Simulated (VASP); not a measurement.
# Te (P3_221) in VASP: notebook

Te is run at these levels: PBEsol; tasks: single point.

Program: VASP 6.6.1. These are calculated values, not measurements. Logs are shortened: lines on timing, memory, paths and dates and some standing lists are left out, and cuts for length are marked.

## (1) The cell of the first run

It takes space group P3_221 (No. 154, trigonal). The conventional cell has a = 4.447 Å, b = 4.447 Å, c = 5.915 Å, α = 90.00°, β = 90.00°, γ = 120.00°. Within 3.8 Å of Te (site symmetry 2) lie 6 Te at 2.86 to 3.46 Å.

## (2) Single point, PBEsol

Input file INCAR:

```
PREC = Accurate
ENCUT = 500
EDIFF = 1E-6
ISMEAR = 0
SIGMA = 0.1
LREAL = F
LASPH = T
NELM = 120
ALGO = Normal
ISIF = 2
LWAVE = F
LCHARG = F
GGA = PS
NBANDS = 16
GGA_COMPAT = F
```

Input file KPOINTS:

```
Automatic mesh
0
Gamma
  6 6 4
```

Input file POSCAR:

```
Te
1.0
    4.4469268669      0.0000000000      0.0000000000
   -2.2234634334      3.8511516355      0.0000000000
    0.0000000000      0.0000000000      5.9149200000
Te
3
Direct
    0.2690000000      0.0000000000      0.1666666667
    0.0000000000      0.2690000000      0.8333333333
    0.7310000000      0.7310000000      0.5000000000
```

Potentials or basis: VASP PAW PBE potentials, release 64 (Te).

Command:

```console
$ cat potpaw_PBE.64/Te/POTCAR > POTCAR
$ mpirun -np 1 vasp_std > vasp.out
```

OUTCAR:

```text
PREC = Accurate
   ENCUT = 500
   EDIFF = 1E-6
   ISMEAR = 0
   LREAL = F
   LASPH = T
   NELM = 120
   ISIF = 2
   GGA = PS

 ion  position               nearest neighbor table
   1  0.269  0.000  0.167-   3 2.86   2 2.86   3 3.46   3 3.46   2 3.46   2 3.46
   2  0.000  0.269  0.833-   3 2.86   1 2.86   3 3.46   3 3.46   1 3.46   1 3.46
   3  0.731  0.731  0.500-   2 2.86   1 2.86   2 3.46   1 3.46   1 3.46   2 3.46

  LATTYP: Found a hexagonal cell.
 ALAT       =     4.4469268669
 C/A-ratio  =     1.3301140714

  Lattice vectors:

 A1 = (   4.4469268669,   0.0000000000,   0.0000000000)
 A2 = (  -2.2234634334,   3.8511516355,   0.0000000000)
 A3 = (   0.0000000000,   0.0000000000,   5.9149200000)

Analysis of symmetry for initial positions (statically):
=====================================================================
 Subroutine PRICEL returns:
 Original cell was already a primitive cell.

 Routine SETGRP: Setting up the symmetry group for a
 hexagonal supercell.

 Subroutine GETGRP returns: Found  6 space group operations
 (whereof  2 operations were pure point group operations)
 out of a pool of 24 trial point group operations.

The static configuration has the point symmetry C_2 .
 The point group associated with its full space group is D_3 .

Analysis of symmetry for dynamics (positions and initial velocities):
=====================================================================
 Subroutine PRICEL returns:
 Original cell was already a primitive cell.

 Routine SETGRP: Setting up the symmetry group for a
 hexagonal supercell.

 Subroutine GETGRP returns: Found  6 space group operations
 (whereof  2 operations were pure point group operations)
 out of a pool of 24 trial point group operations.

The dynamic configuration has the point symmetry C_2 .
 The point group associated with its full space group is D_3 .

 Subroutine INISYM returns: Found  6 space group operations
 (whereof  2 operations are pure point group operations),
 and found     1 'primitive' translations

----------------------------------------------------------------------------------------

                                     Primitive cell

  volume of cell :     101.2977

  direct lattice vectors                    reciprocal lattice vectors
     4.446926867  0.000000000  0.000000000     0.224874398  0.129831294  0.000000000
    -2.223463433  3.851151635  0.000000000     0.000000000  0.259662588  0.000000000
     0.000000000  0.000000000  5.914920000     0.000000000  0.000000000  0.169063994

  length of vectors
     4.446926867  4.446926867  5.914920000     0.259662588  0.259662588  0.169063994

  position of ions in fractional coordinates (direct lattice)
     0.269000000  0.000000000  0.166666667
     0.000000000  0.269000000  0.833333333
     0.731000000  0.731000000  0.500000000

  ion indices of the primitive-cell ions
   primitive index   ion index
                 1           1
                 2           2
                 3           3

----------------------------------------------------------------------------------------

 KPOINTS: Automatic mesh

Automatic generation of k-mesh.
 Grid dimensions read from file:
 generate k-points for:    6    6    4

 Generating k-lattice:

  Cartesian coordinates                     Fractional coordinates (reciprocal lattice)
     0.037479066  0.021638549  0.000000000     0.166666667  0.000000000  0.000000000
     0.000000000  0.043277098  0.000000000     0.000000000  0.166666667  0.000000000
     0.000000000  0.000000000  0.042265999     0.000000000  0.000000000  0.250000000

  Length of vectors
     0.043277098  0.043277098  0.042265999

  Shift w.r.t. Gamma in fractional coordinates (k-lattice)
     0.000000000  0.000000000  0.000000000

 Subroutine IBZKPT returns following result:
 ===========================================

 Found     24 irreducible k-points:

 Following reciprocal coordinates:
            Coordinates               Weight
  0.000000  0.000000  0.000000      1.000000
  0.166667  0.000000  0.000000      6.000000
  0.333333  0.000000  0.000000      6.000000
  0.500000 -0.000000  0.000000      3.000000
  0.166667  0.166667  0.000000      6.000000
  0.333333  0.166667  0.000000     12.000000
[... 16 lines left out ...]
  0.333333  0.166667  0.500000     12.000000
  0.333333  0.333333  0.500000      2.000000
   k-points           NKPTS =     24   k-points in BZ     NKDIM =     24   number of bands    NBANDS=     16
   number of dos      NEDOS =    301   number of ions     NIONS =      3
   total plane-waves  NPLWV =  49152
   dimension x,y,z NGX =    32 NGY =   32 NGZ =   48
   dimension x,y,z NGXF=    64 NGYF=   64 NGZF=   96
   ions per type =               3
   NGX,Y,Z   is equivalent  to a cutoff of  11.96, 11.96, 13.49 a.u.
   NGXF,Y,Z  is equivalent  to a cutoff of  23.93, 23.93, 26.98 a.u.
 SYSTEM =  unknown system
   PREC   = accura    normal or accurate (medium, high low for compatibility)
   ISTART =      0    job   : 0-new  1-cont  2-samecut
   ICHARG =      2    charge: 1-file 2-atom 10-const
   ISPIN  =      1    spin polarized calculation?
   LNONCOLLINEAR =      F non collinear calculations
   LSORBIT =      F    spin-orbit coupling
   LASPH  =      T    aspherical Exc in radial PAW
   ENCUT  =  500.0 eV  36.75 Ry    6.06 a.u.   8.11  8.11 10.78*2*pi/ulx,y,z
   NELM   =    120;   NELMIN=  2; NELMDL= -5     # of ELM steps
   EDIFF  = 0.1E-05   stopping-criterion for ELM
   LREAL  =      F    real-space projection
   EDIFFG = 0.1E-04   stopping-criterion for IOM
   NSW    =      0    number of steps for IOM
   IBRION =     -1    ionic relax: 0-MD 1-quasi-New 2-CG
   NFREE  =      0    steps in history (QN), initial steepest desc. (CG)
   ISIF   =      2    stress and relaxation
   ISYM   =      2    0-nonsym 1-usesym 2-fastsym
   POTIM  = 0.5000    time-step for ionic-motion
   TEBEG  =    0.0;   TEEND  =   0.0 temperature during run
   PSTRESS=    0.0 pullay stress
   NELECT =      18.0000    total number of electrons
   NUPDOWN=      -1.0000    fix difference up-down
   EMIN   =  10.00;   EMAX   =-10.00  energy-range for DOS
   EFERMI =   0.00;   METHOD = LEGACY
   ISMEAR =     0;   SIGMA  =   0.10  broadening in eV -4-tet -1-fermi 0-gaus
   EFERMI_NEDOS =   21; number of points for ismear=-14 and -15
   IALGO  =     38    algorithm
   IMIX   =      4    mixing-type and parameters
     AMIX     =   0.40;   BMIX     =  1.00
     AMIX_MAG =   1.60;   BMIX_MAG =  1.00
  volume/ion in A,a.u.               =      33.77       227.86
  Fermi-wavevector in a.u.,A,eV,Ry     =   0.920377  1.739261 11.525415  0.847094
  Thomas-Fermi vector in A             =   2.045676
   LORBIT       =      0    0 simple, 1 ext, 2 COOP (PROOUT), +10 PAW based schemes
   GGA     = PS    functional components
   LHFCALC =     F    Hartree Fock is set to
   AEXX    =    0.0000 exact exchange contribution
   IVDW    =     0    specifies the selected vdW correction
   LEPSILON=     F    determine dielectric tensor
   LRPA    =     F    only Hartree local field effects (RPA)
 non-spin polarized calculation
 Gauss-broadening in eV      SIGMA  =   0.10
  energy-cutoff  :      500.00
  volume of cell :      101.30
 maximum number of plane-waves:      2590
   NGX = 17   NGY = 17   NGZ = 21

 number of electron      18.0000001 magnetization

 Free energy of the ion-electron system (eV)
  ---------------------------------------------------
  ext. energy  EPLUGINS =         0.00000000
  ---------------------------------------------------
  free energy    TOTEN  =       -10.54384625 eV

  energy without entropy =      -10.54243629  energy(sigma->0) =      -10.54314127

 E-fermi :   5.9715     XC(G=0):  -9.2485

 val. band max:        5.8890535459   @ k =   0.3333   0.3333   0.5000
 cond. band min:       6.0206210839   @ k =   0.3333   0.3333   0.5000
 fundamental gap:      0.1315675380
 Fermi energy:         5.9715019191

 k-point     1 :       0.0000    0.0000    0.0000
  band No.  band energies     occupation
      1      -7.7940      2.00000
      2      -4.4648      2.00000
      3      -4.4648      2.00000
      4       2.7984      2.00000
      5       3.1185      2.00000
      6       3.1185      2.00000
[... 8 lines left out ...]
     15      11.7260      0.00000
     16      12.1077      0.00000

 k-point     2 :       0.1667    0.0000    0.0000
  band No.  band energies     occupation
      1      -7.6064      2.00000
      2      -4.5299      2.00000
      3      -4.4127      2.00000
      4       1.7248      2.00000
      5       2.3837      2.00000
      6       2.7440      2.00000
[... 8 lines left out ...]
     15      11.9373      0.00000
     16      12.3937      0.00000

 k-point     3 :       0.3333    0.0000    0.0000
  band No.  band energies     occupation
      1      -7.1130      2.00000
      2      -4.8609      2.00000
      3      -4.2939      2.00000
      4       0.9902      2.00000
      5       1.6432      2.00000
      6       2.2454      2.00000
[... 8 lines left out ...]
     15      12.8683      0.00000
     16      13.7215      0.00000

 k-point     4 :       0.5000   -0.0000    0.0000
  band No.  band energies     occupation
      1      -6.7273      2.00000
      2      -5.2146      2.00000
      3      -4.2272      2.00000
      4       0.9864      2.00000
      5       1.4246      2.00000
      6       2.2554      2.00000
[... 8 lines left out ...]
     15      14.4602      0.00000
     16      14.7699      0.00000

 k-point     5 :       0.1667    0.1667    0.0000
  band No.  band energies     occupation
      1      -7.2615      2.00000
      2      -4.6671      2.00000
      3      -4.4055      2.00000
      4       1.2152      2.00000
      5       1.4528      2.00000
      6       2.8460      2.00000
[... 8 lines left out ...]
     15      12.5767      0.00000
     16      13.4150      0.00000

 k-point     6 :       0.3333    0.1667    0.0000
  band No.  band energies     occupation
      1      -6.7598      2.00000
      2      -5.0112      2.00000
      3      -4.4307      2.00000
      4       1.0897      2.00000
      5       1.3268      2.00000
      6       2.3839      2.00000
[... 8 lines left out ...]
     15      13.6001      0.00000
     16      14.0469      0.00000

 k-point     7 :       0.3333    0.3333    0.0000
  band No.  band energies     occupation
      1      -6.5422      2.00000
      2      -4.8333      2.00000
      3      -4.8333      2.00000
      4       1.3525      2.00000
      5       1.3525      2.00000
      6       2.7536      2.00000
[... 8 lines left out ...]
     15      11.6100      0.00000
     16      14.3752      0.00000

 k-point     8 :       0.0000    0.0000    0.2500
  band No.  band energies     occupation
      1      -7.5669      2.00000
      2      -5.8293      2.00000
      3      -3.0620      2.00000
      4       2.4040      2.00000
      5       2.9270      2.00000
      6       3.3649      2.00000
[... 8 lines left out ...]
     15      11.6747      0.00000
     16      11.9094      0.00000

 k-point     9 :       0.1667    0.0000    0.2500
  band No.  band energies     occupation
      1      -7.3835      2.00000
      2      -5.7366      2.00000
      3      -3.2469      2.00000
      4       1.8417      2.00000
      5       2.0151      2.00000
      6       2.8993      2.00000
[... 8 lines left out ...]
     15      11.7467      0.00000
     16      12.2755      0.00000
[... 172 lines left out ...]
 k-point    19 :       0.1667    0.0000    0.5000
  band No.  band energies     occupation
      1      -6.7586      2.00000
      2      -6.7203      2.00000
      3      -2.7333      2.00000
      4       1.7564      2.00000
      5       2.7150      2.00000
      6       2.9785      2.00000
[... 8 lines left out ...]
     15      11.6757      0.00000
     16      12.5731      0.00000

 k-point    20 :       0.3333    0.0000    0.5000
  band No.  band energies     occupation
      1      -6.4433      2.00000
      2      -6.2496      2.00000
      3      -3.5925      2.00000
      4       0.7366      2.00000
      5       2.1865      2.00000
      6       2.5033      2.00000
[... 8 lines left out ...]
     15      12.6278      0.00000
     16      12.9606      0.00000

 k-point    21 :       0.5000   -0.0000    0.5000
  band No.  band energies     occupation
      1      -6.2603      2.00000
      2      -5.8768      2.00000
      3      -4.1417      2.00000
      4       0.1347      2.00000
      5       2.1870      2.00000
      6       2.2142      2.00000
[... 8 lines left out ...]
     15      13.8493      0.00000
     16      14.0618      0.00000

 k-point    22 :       0.1667    0.1667    0.5000
  band No.  band energies     occupation
      1      -6.5097      2.00000
      2      -6.4118      2.00000
      3      -3.3405      2.00000
      4       1.2484      2.00000
      5       1.9771      2.00000
      6       2.1416      2.00000
[... 8 lines left out ...]
     15      12.3624      0.00000
     16      12.6013      0.00000

 k-point    23 :       0.3333    0.1667    0.5000
  band No.  band energies     occupation
      1      -6.2068      2.00000
      2      -5.9761      2.00000
      3      -4.0422      2.00000
      4       0.4369      2.00000
      5       1.3900      2.00000
      6       1.5701      2.00000
[... 8 lines left out ...]
     15      12.5658      0.00000
     16      13.2924      0.00000

 k-point    24 :       0.3333    0.3333    0.5000
  band No.  band energies     occupation
      1      -5.9504      2.00000
      2      -5.9504      2.00000
      3      -4.2429      2.00000
      4       0.6533      2.00000
      5       0.8092      2.00000
      6       0.8092      2.00000
[... 8 lines left out ...]
     15      12.2534      0.00000
     16      12.8476      0.00000

------------------------ aborting loop because EDIFF is reached ----------------------------------------

  FORCE on cell =-STRESS in cart. coord.  units (eV):
  Direction    XX          YY          ZZ          XY          YZ          ZX
  --------------------------------------------------------------------------------------
  -------------------------------------------------------------------------------------
  Total       -0.4822984     -0.4822984     -0.2180180     -0.0000000      0.0000000      0.0000000
  in kB       -7.6282850     -7.6282850     -3.4482870     -0.0000000      0.0000000      0.0000000
  external PRESSURE =      -6.2349523 kB  Pullay stress =       0.0000000 kB

 VOLUME and BASIS-vectors are now :
 -----------------------------------------------------------------------------
  energy-cutoff  :      500.00
  volume of cell :      101.30
      direct lattice vectors                 reciprocal lattice vectors
     4.446926867  0.000000000  0.000000000     0.224874398  0.129831294  0.000000000
    -2.223463433  3.851151635  0.000000000     0.000000000  0.259662588  0.000000000
     0.000000000  0.000000000  5.914920000     0.000000000  0.000000000  0.169063994

 POSITION                                       TOTAL-FORCE (eV/Angst)
 -----------------------------------------------------------------------------------
      1.19622      0.00000      0.98582         0.141820      0.000000      0.000000
     -0.59811      1.03596      4.92910        -0.070910      0.122820     -0.000000
      1.62535      2.81519      2.95746        -0.070910     -0.122820     -0.000000
 -----------------------------------------------------------------------------------
    total drift:                               -0.000000     -0.000000      0.000000

  FREE ENERGIE OF THE ION-ELECTRON SYSTEM (eV)
  ---------------------------------------------------
  free  energy   TOTEN  =       -10.5438462510 eV

  energy  without entropy=      -10.5424362946  energy(sigma->0) =      -10.54314127
```

Run time: 47 s. Hardware: 1 thread of Intel Xeon 8259CL, shared host; peak memory 0.21 GiB.

What came out:

| Property | Result |
| --- | --- |
| Free energy | -10.5438 eV |
| Pressure | -0.6 GPa |
| Largest force | 0.142 eV/Å |
| Band gap on the k mesh | 0.13 eV |

Forces on the atoms (eV/Å):
```
Te   0.142  0.000  0.000
Te  -0.071  0.123  0.000
Te  -0.071 -0.123  0.000
```

Stress tensor (GPa, compression positive):
```
-0.76  0.00  0.00
 0.00 -0.76  0.00
 0.00  0.00 -0.34
```

Caveat: the PAW data sets were made with another functional, which shifts forces and pressure a little; spin-orbit coupling is left out, which moves the levels of the heavy elements.

## (3) Single point, PBEsol (strained)

Input file INCAR:

```
SYSTEM = Te
PREC = Accurate
ENCUT = 520
EDIFF = 1E-7
ISMEAR = 0
SIGMA = 0.05
LREAL = .FALSE.
LASPH = .TRUE.
NELM = 100
ALGO = Normal
ISIF = 2
LWAVE = .FALSE.
LCHARG = .FALSE.
GGA = PS
NBANDS = 16
```

Input file KPOINTS:

```
regular mesh
0
G
  9 9 6
  0 0 0
```

Input file POSCAR:

```
Te
1.0
    4.4344310024      0.0000000000      0.0000000000
   -2.2172155012      3.8403298994      0.0000000000
    0.0000000000      0.0000000000      6.0757466748
Te
3
Direct
    0.2824924639      0.0000000000      0.1666666667
    0.0000000000      0.2824924639      0.8333333333
    0.7175075361      0.7175075361      0.5000000000
```

Potentials or basis: VASP PAW PBE potentials, release 64 (Te).

Command:

```console
$ cat potpaw_PBE.64/Te/POTCAR > POTCAR
$ mpirun -np 1 vasp_std > vasp.out
```

Wall time 31 s (1 thread of Intel Xeon 6975P-C (Granite Rapids), shared host); peak memory 0.27 GiB.

It converged, with:

- Free energy: -10.5071 eV
- Pressure: -3.2 GPa
- Largest force: 0.224 eV/Å
- Band gap on the k mesh: 0.02 eV

Forces on the atoms (eV/Å):
```
Te  -0.224  0.000  0.000
Te   0.112 -0.194  0.000
Te   0.112  0.194  0.000
```

Stress tensor (GPa, compression positive):
```
-2.83  0.00  0.00
 0.00 -2.83  0.00
 0.00  0.00 -3.91
```

Levels at points of the mesh, in eV from the valence-band top:
| k point | band 5 | band 6 | band 7 | band 8 | band 9 | band 10 | band 11 | band 12 | band 13 | band 14 |
| --- | --- | --- | --- | --- | --- | --- | --- | --- | --- | --- |
| (0.00, 0.00, 0.00) | -2.51 | -2.51 | -1.61 | -1.61 | -0.96 | 0.95 | 0.95 | 1.59 | 4.97 | 4.97 |
| (0.00, 0.00, 0.50) | -2.45 | -2.45 | -1.13 | -0.79 | -0.79 | 0.32 | 0.32 | 0.33 | 3.93 | 5.23 |

Caveat: the cell differs from its parent crystal (strained); the cell stands under tension; the PAW data sets were made with another functional, which shifts forces and pressure a little; spin-orbit coupling is left out, which moves the levels of the heavy elements; an odd mesh through Γ misses points on the zone boundary, where band edges can lie.
